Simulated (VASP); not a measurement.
Wanted: the native input for a VASP 6.6.1 run.

* Task: single point
* Functional: RPBE
* Potentials or basis: VASP PAW PBE potentials, release 64 (Ti_sv, O)
* Cutoff: 600 eV
* k mesh: 9 × 9 × 9
* Occupations: gaussian, width 0.01 eV
* Spin: no spin polarisation
* Dipole correction: no
* Further INCAR settings: ALGO = Normal; EDIFF = 1e-06; NBANDS = 33

The structure of TiO2 lies in POSCAR:

```
TiO2
1.0
    5.5977802876      0.0466325232     -0.0000003329
    2.9469362047      4.7595047794     -0.0000003329
   -4.2723580861     -2.4030685613      2.7036154708
Ti O
2 4
Direct
    0.0000000000      0.0000000000      0.0000000000
    0.7500000000      0.2500000000      0.5000000000
    0.2057116025      0.2057116025      0.0000000000
    0.9557116025      0.4557116025      0.5000000000
    0.5442883975      0.0442883975      0.5000000000
    0.7942883975      0.7942883975      0.0000000000
```

The input as run:

INCAR

```
PREC     = Accurate       # precision mode
ENCUT    = 600            # plane-wave cutoff, eV
EDIFF    = 1E-6           # SCF threshold, eV
ISMEAR   = 0              # smearing method
SIGMA    = 0.01           # smearing width, eV
LREAL    = F              # projectors in reciprocal space
LASPH    = T              # aspherical terms in the spheres
NELM     = 120            # most SCF steps
ALGO     = Normal         # electronic algorithm
ISIF     = 2              # what is computed and relaxed
LWAVE    = F              # write WAVECAR
LCHARG   = F              # write CHGCAR
GGA      = RP             # functional
NBANDS   = 33             # bands
GGA_COMPAT= F
```

KPOINTS

```
regular mesh
0
Gamma
  9 9 9
```

Potentials or basis: VASP PAW PBE potentials, release 64 (Ti_sv, O).

Command:

```bash
$ cat potpaw_PBE.64/Ti_sv/POTCAR potpaw_PBE.64/O/POTCAR > POTCAR
$ mpirun -np 1 vasp_std > vasp.out
```

It gave:

```json
{
  "Pressure": "0.3 GPa",
  "Largest force": "0.016 eV/Å",
  "Band gap on the k mesh": "2.12 eV (least direct gap 2.40 eV)"
}
```

Caveat: the PAW data sets were made with another functional, which shifts forces and pressure a little; an odd mesh through Γ misses points on the zone boundary, where band edges can lie.

Run time: 15 min on 1 thread of Intel Xeon 8259CL, on a shared host, peak memory 0.43 GiB.
